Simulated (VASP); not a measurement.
# MgZr4N2 (P6_3/mmc) in VASP: single point with PBE

Aim: the single point of MgZr4N2 with PBE.

Everything below comes from runs of VASP 6.6.1. Logs are shortened: lines on timing, memory, paths and dates and some standing lists are left out, and cuts for length are marked.

### Step 1. The cell of the first run

The structure is hexagonal, space group P6_3/mmc (No. 194). Conventional cell: a = 3.285 Å, b = 3.285 Å, c = 26.034 Å, α = 90.00°, β = 90.00°, γ = 120.00°. Mg (site symmetry -6m2) has 6 Zr at 3.27 Å and 6 Mg at 3.28 Å and 6 N at 4.28 Å within 4.3 Å. Zr (site symmetry 3m) has 3 N at 2.23 Å within 3.0 Å. Zr (site symmetry 3m) has 3 N at 2.30 Å within 3.0 Å. N (site symmetry 3m) has 6 Zr at 2.23 to 2.30 Å within 3.0 Å.

### Step 2. Single point, PBE

INCAR

```
SYSTEM = MgZr4N2
ALGO = Normal ; EDIFF = 1E-7
ENCUT = 520 ; GGA = PE
ISIF = 2 ; ISMEAR = 0
LASPH = .TRUE. ; LCHARG = .FALSE.
LREAL = .FALSE. ; LWAVE = .FALSE.
NBANDS = 73 ; NELM = 60
PREC = Accurate ; SIGMA = 0.1
```

KPOINTS

```
k-points
0
G
  12 12 2
  0 0 0
```

POSCAR

```
MgZr4N2
1.0
    3.2846443280      0.0000000000      0.0000000000
   -1.6423221640      2.8445854304      0.0000000000
    0.0000000000      0.0000000000     26.0336809912
Mg Zr N
2 8 4
Direct
    0.6666666667      0.3333333333      0.7500000000
    0.3333333333      0.6666666667      0.2500000000
    0.0000000000      0.0000000000      0.8521735241
    0.6666666667      0.3333333333      0.9476458981
    0.0000000000      0.0000000000      0.1478264759
    0.3333333333      0.6666666667      0.0523541019
    0.0000000000      0.0000000000      0.6478264759
    0.6666666667      0.3333333333      0.5523541019
    0.0000000000      0.0000000000      0.3521735241
    0.3333333333      0.6666666667      0.4476458981
    0.3333333333      0.6666666667      0.8973394441
    0.6666666667      0.3333333333      0.1026605559
    0.3333333333      0.6666666667      0.6026605559
    0.6666666667      0.3333333333      0.3973394441
```

Potentials or basis: VASP PAW PBE potentials, release 64 (Mg, Zr_sv, N).

On the command line:

```bash
cat potpaw_PBE.64/Mg/POTCAR potpaw_PBE.64/Zr_sv/POTCAR potpaw_PBE.64/N/POTCAR > POTCAR
mpirun -np 1 vasp_std > vasp.out
```

OUTCAR:

```text
SYSTEM = MgZr4N2
   EDIFF = 1E-7
   ENCUT = 520
   GGA = PE
   ISIF = 2
   ISMEAR = 0
   LASPH = .TRUE.
   LREAL = .FALSE.
   NELM = 60
   PREC = Accurate

 ion  position               nearest neighbor table
   1  0.667  0.333  0.750-   3 3.27   7 3.27   3 3.27   7 3.27   3 3.27   7 3.27
   2  0.333  0.667  0.250-   5 3.27   9 3.27   5 3.27   9 3.27   5 3.27   9 3.27
   3  0.000  0.000  0.852-  11 2.23  11 2.23  11 2.23   4 3.13   4 3.13   4 3.13   1 3.27   1 3.27
                             1 3.27
   4  0.667  0.333  0.948-  11 2.30  11 2.30  11 2.30   3 3.13   3 3.13   3 3.13   6 3.32   6 3.32
                             6 3.32
   5  0.000  0.000  0.148-  12 2.23  12 2.23  12 2.23   6 3.13   6 3.13   6 3.13   2 3.27   2 3.27
                             2 3.27
   6  0.333  0.667  0.052-  12 2.30  12 2.30  12 2.30   5 3.13   5 3.13   5 3.13   4 3.32   4 3.32
                             4 3.32
   7  0.000  0.000  0.648-  13 2.23  13 2.23  13 2.23   8 3.13   8 3.13   8 3.13   1 3.27   1 3.27
                             1 3.27
   8  0.667  0.333  0.552-  13 2.30  13 2.30  13 2.30   7 3.13   7 3.13   7 3.13  10 3.32  10 3.32
                            10 3.32
   9  0.000  0.000  0.352-  14 2.23  14 2.23  14 2.23  10 3.13  10 3.13  10 3.13   2 3.27   2 3.27
                             2 3.27
  10  0.333  0.667  0.448-  14 2.30  14 2.30  14 2.30   9 3.13   9 3.13   9 3.13   8 3.32   8 3.32
                             8 3.32
  11  0.333  0.667  0.897-   3 2.23   3 2.23   3 2.23   4 2.30   4 2.30   4 2.30
  12  0.667  0.333  0.103-   5 2.23   5 2.23   5 2.23   6 2.30   6 2.30   6 2.30
  13  0.333  0.667  0.603-   7 2.23   7 2.23   7 2.23   8 2.30   8 2.30   8 2.30
  14  0.667  0.333  0.397-   9 2.23   9 2.23   9 2.23  10 2.30  10 2.30  10 2.30

  LATTYP: Found a hexagonal cell.
 ALAT       =     3.2846443280
 C/A-ratio  =     7.9258751912

  Lattice vectors:

 A1 = (   3.2846443280,   0.0000000000,   0.0000000000)
 A2 = (  -1.6423221640,   2.8445854304,   0.0000000000)
 A3 = (   0.0000000000,   0.0000000000,  26.0336809912)

Analysis of symmetry for initial positions (statically):
=====================================================================
 Subroutine PRICEL returns:
 Original cell was already a primitive cell.

 Routine SETGRP: Setting up the symmetry group for a
 hexagonal supercell.

 Subroutine GETGRP returns: Found 24 space group operations
 (whereof 12 operations were pure point group operations)
 out of a pool of 24 trial point group operations.

The static configuration has the point symmetry D_3d.
 The point group associated with its full space group is D_6h.

Analysis of symmetry for dynamics (positions and initial velocities):
=====================================================================
 Subroutine PRICEL returns:
 Original cell was already a primitive cell.

 Routine SETGRP: Setting up the symmetry group for a
 hexagonal supercell.

 Subroutine GETGRP returns: Found 24 space group operations
 (whereof 12 operations were pure point group operations)
 out of a pool of 24 trial point group operations.

The dynamic configuration has the point symmetry D_3d.
 The point group associated with its full space group is D_6h.

 Subroutine INISYM returns: Found 24 space group operations
 (whereof 12 operations are pure point group operations),
 and found     1 'primitive' translations

----------------------------------------------------------------------------------------

                                     Primitive cell

  volume of cell :     243.2444

  direct lattice vectors                    reciprocal lattice vectors
     3.284644328  0.000000000  0.000000000     0.304446966  0.175772538  0.000000000
    -1.642322164  2.844585430  0.000000000     0.000000000  0.351545076  0.000000000
     0.000000000  0.000000000 26.033680991     0.000000000  0.000000000  0.038411779

  length of vectors
     3.284644328  3.284644328 26.033680991     0.351545076  0.351545076  0.038411779

  position of ions in fractional coordinates (direct lattice)
     0.666666667  0.333333333  0.750000000
     0.333333333  0.666666667  0.250000000
     0.000000000  0.000000000  0.852173524
     0.666666667  0.333333333  0.947645898
     0.000000000  0.000000000  0.147826476
     0.333333333  0.666666667  0.052354102
     0.000000000  0.000000000  0.647826476
     0.666666667  0.333333333  0.552354102
     0.000000000  0.000000000  0.352173524
     0.333333333  0.666666667  0.447645898
     0.333333333  0.666666667  0.897339444
     0.666666667  0.333333333  0.102660556
     0.333333333  0.666666667  0.602660556
[... 39 lines left out ...]

 Subroutine IBZKPT returns following result:
 ===========================================

 Found     38 irreducible k-points:

 Following reciprocal coordinates:
            Coordinates               Weight
  0.000000  0.000000  0.000000      1.000000
  0.083333  0.000000  0.000000      6.000000
  0.166667  0.000000  0.000000      6.000000
  0.250000  0.000000  0.000000      6.000000
  0.333333  0.000000  0.000000      6.000000
  0.416667  0.000000  0.000000      6.000000
[... 16 lines left out ...]
  0.250000  0.000000  0.500000      6.000000
  0.333333  0.000000  0.500000      6.000000
 [... further k-points ...]
   k-points           NKPTS =     38   k-points in BZ     NKDIM =     38   number of bands    NBANDS=     73
   number of dos      NEDOS =    301   number of ions     NIONS =     14
   total plane-waves  NPLWV = 112896
   dimension x,y,z NGX =    24 NGY =   24 NGZ =  196
   dimension x,y,z NGXF=    48 NGYF=   48 NGZF=  392
   ions per type =               2   8   4
   NGX,Y,Z   is equivalent  to a cutoff of  12.15, 12.15, 12.52 a.u.
   NGXF,Y,Z  is equivalent  to a cutoff of  24.29, 24.29, 25.03 a.u.
 SYSTEM =  MgZr4N2
   PREC   = accura    normal or accurate (medium, high low for compatibility)
   ISTART =      0    job   : 0-new  1-cont  2-samecut
   ICHARG =      2    charge: 1-file 2-atom 10-const
   ISPIN  =      1    spin polarized calculation?
   LNONCOLLINEAR =      F non collinear calculations
   LSORBIT =      F    spin-orbit coupling
   LASPH  =      T    aspherical Exc in radial PAW
   ENCUT  =  520.0 eV  38.22 Ry    6.18 a.u.   6.11  6.11 48.41*2*pi/ulx,y,z
   NELM   =     60;   NELMIN=  2; NELMDL= -5     # of ELM steps
   EDIFF  = 0.1E-06   stopping-criterion for ELM
   LREAL  =      F    real-space projection
   EDIFFG = 0.1E-05   stopping-criterion for IOM
   NSW    =      0    number of steps for IOM
   IBRION =     -1    ionic relax: 0-MD 1-quasi-New 2-CG
   NFREE  =      0    steps in history (QN), initial steepest desc. (CG)
   ISIF   =      2    stress and relaxation
   ISYM   =      2    0-nonsym 1-usesym 2-fastsym
   POTIM  = 0.5000    time-step for ionic-motion
   TEBEG  =    0.0;   TEEND  =   0.0 temperature during run
   PSTRESS=    0.0 pullay stress
   NELECT =     120.0000    total number of electrons
   NUPDOWN=      -1.0000    fix difference up-down
   EMIN   =  10.00;   EMAX   =-10.00  energy-range for DOS
   EFERMI =   0.00;   METHOD = LEGACY
   ISMEAR =     0;   SIGMA  =   0.10  broadening in eV -4-tet -1-fermi 0-gaus
   EFERMI_NEDOS =   21; number of points for ismear=-14 and -15
   IALGO  =     38    algorithm
   IMIX   =      4    mixing-type and parameters
     AMIX     =   0.40;   BMIX     =  1.00
     AMIX_MAG =   1.60;   BMIX_MAG =  1.00
  volume/ion in A,a.u.               =      17.37       117.25
  Fermi-wavevector in a.u.,A,eV,Ry     =   1.293563  2.444480 22.766702  1.673305
  Thomas-Fermi vector in A             =   2.425201
   LORBIT       =      0    0 simple, 1 ext, 2 COOP (PROOUT), +10 PAW based schemes
   GGA     = PE    functional components
   LHFCALC =     F    Hartree Fock is set to
   AEXX    =    0.0000 exact exchange contribution
   IVDW    =     0    specifies the selected vdW correction
   LEPSILON=     F    determine dielectric tensor
   LRPA    =     F    only Hartree local field effects (RPA)
 non-spin polarized calculation
 Gauss-broadening in eV      SIGMA  =   0.10
  energy-cutoff  :      520.00
  volume of cell :      243.24
 maximum number of plane-waves:      6606
   NGX = 13   NGY = 13   NGZ = 97

 number of electron     119.9999996 magnetization

 Free energy of the ion-electron system (eV)
  ---------------------------------------------------
  ext. energy  EPLUGINS =         0.00000000
  ---------------------------------------------------
  free energy    TOTEN  =      -118.96319336 eV

  energy without entropy =     -118.93269536  energy(sigma->0) =     -118.94794436

 E-fermi :   8.2301     XC(G=0): -11.0031

 val. band max:        8.2249230915   @ k =   0.4167   0.1667   0.0000
 cond. band min:       8.2301817346   @ k =   0.3333   0.0000   0.5000
 fundamental gap:      0.0052586431
 Fermi energy:         8.2301365802

 k-point     1 :       0.0000    0.0000    0.0000
  band No.  band energies     occupation
      1     -40.7387      2.00000
      2     -40.7386      2.00000
      3     -40.7319      2.00000
      4     -40.7319      2.00000
      5     -40.6039      2.00000
      6     -40.6039      2.00000
[... 1789 lines left out ...]
     71      10.6048      0.00000
     72      10.6048      0.00000

 [... further k-points ...]

 [bands above 72 left out]

------------------------ aborting loop because EDIFF is reached ----------------------------------------

  FORCE on cell =-STRESS in cart. coord.  units (eV):
  Direction    XX          YY          ZZ          XY          YZ          ZX
  --------------------------------------------------------------------------------------
  -------------------------------------------------------------------------------------
  Total        0.1439025      0.1439025      0.1399239      0.0000000      0.0000000      0.0000000
  in kB        0.9478421      0.9478421      0.9216366      0.0000000      0.0000000      0.0000000
  external PRESSURE =       0.9391069 kB  Pullay stress =       0.0000000 kB

 VOLUME and BASIS-vectors are now :
 -----------------------------------------------------------------------------
  energy-cutoff  :      520.00
  volume of cell :      243.24
      direct lattice vectors                 reciprocal lattice vectors
     3.284644328  0.000000000  0.000000000     0.304446966  0.175772538  0.000000000
    -1.642322164  2.844585430  0.000000000     0.000000000  0.351545076  0.000000000
     0.000000000  0.000000000 26.033680991     0.000000000  0.000000000  0.038411779

 POSITION                                       TOTAL-FORCE (eV/Angst)
 -----------------------------------------------------------------------------------
      1.64232      0.94820     19.52526        -0.000000      0.000000     -0.000000
     -0.00000      1.89639      6.50842        -0.000000      0.000000     -0.000000
      0.00000      0.00000     22.18521         0.000000     -0.000000     -0.029323
      1.64232      0.94820     24.67071         0.000000      0.000000      0.017775
      0.00000      0.00000      3.84847         0.000000      0.000000      0.029323
     -0.00000      1.89639      1.36297        -0.000000      0.000000     -0.017775
      0.00000      0.00000     16.86531        -0.000000      0.000000      0.029323
      1.64232      0.94820     14.37981         0.000000     -0.000000     -0.017775
      0.00000      0.00000      9.16837         0.000000      0.000000     -0.029323
     -0.00000      1.89639     11.65387        -0.000000     -0.000000      0.017775
     -0.00000      1.89639     23.36105        -0.000000     -0.000000      0.002525
      1.64232      0.94820      2.67263         0.000000      0.000000     -0.002525
     -0.00000      1.89639     15.68947         0.000000     -0.000000     -0.002525
      1.64232      0.94820     10.34421        -0.000000      0.000000      0.002525
 -----------------------------------------------------------------------------------
    total drift:                               -0.000001      0.000001     -0.000000

  FREE ENERGIE OF THE ION-ELECTRON SYSTEM (eV)
  ---------------------------------------------------
  free  energy   TOTEN  =      -118.9631933595 eV

  energy  without entropy=     -118.9326953633  energy(sigma->0) =     -118.94794436
```

Wall time 12 min (1 thread of Intel Xeon Platinum 8488C (Sapphire Rapids), shared host); peak memory 0.65 GiB.

What came out:

```yaml
Free_energy: -118.9632 eV
Pressure: 0.1 GPa
Largest_force: 0.029 eV/Å
Band_gap_on_the_k_mesh: zero (bands 60 and 61 overlap by 0.73 eV)
```

Forces in eV/Å, atoms in the order of the input:
```
Mg   0.000  0.000  0.000
Mg   0.000  0.000  0.000
Zr   0.000  0.000 -0.029
Zr   0.000  0.000  0.018
Zr   0.000  0.000  0.029
Zr   0.000  0.000 -0.018
Zr   0.000  0.000  0.029
Zr   0.000  0.000 -0.018
Zr   0.000  0.000 -0.029
Zr   0.000  0.000  0.018
N    0.000  0.000  0.003
N    0.000  0.000 -0.003
N    0.000  0.000 -0.003
N    0.000  0.000  0.003
```
